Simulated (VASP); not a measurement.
Write the native input for VASP 6.6.1 that does the following.

* Task: single point
* Functional: PBE
* Dispersion: D3(BJ)
* Potentials or basis: VASP PAW PBE potentials, release 64 (P)
* Cutoff: 520 eV
* k mesh: 8 × 8 × 8
* Occupations: gaussian, width 0.05 eV
* Spin: no spin polarisation
* Dipole correction: no
* Further INCAR settings: ALGO = Normal; EDIFF = 1e-06; NBANDS = 12

The structure of P lies in POSCAR:

```
P
1.0
    1.7153142820      0.9903371624      2.9075897877
   -1.7153142820      0.9903371624      2.9075897877
    0.0000000000     -1.9806743249      2.9075897878
P
2
Direct
    0.2340806337      0.2340806337      0.2340806337
    0.7659193663      0.7659193663      0.7659193663
```

The input as run:

INCAR

```
PREC = Accurate ; ENCUT = 520
EDIFF = 1E-6 ; ISMEAR = 0
SIGMA = 0.05 ; LREAL = False
LASPH = True ; NELM = 100
ALGO = Normal ; ISIF = 2
LWAVE = False ; LCHARG = False
GGA = PE ; IVDW = 12
NBANDS = 12
```

KPOINTS

```
Automatic mesh
0
Gamma
  8 8 8
```

Potentials or basis: VASP PAW PBE potentials, release 64 (P).

Launch:

```console
$ cat potpaw_PBE.64/P/POTCAR > POTCAR
$ mpirun -np 1 vasp_std > vasp.out
```

It gave:

- Pressure: -0.4 GPa
- Largest force: 0.072 eV/Å
- Band gap on the k mesh: zero (bands 5 and 6 overlap by 1.35 eV)
- Dispersion energy per atom: -0.477 eV

Run time: 9.5 s on 1 thread of Intel(R) Xeon(R) 6975P-C (Granite Rapids) (shared host), peak memory 0.16 GiB.
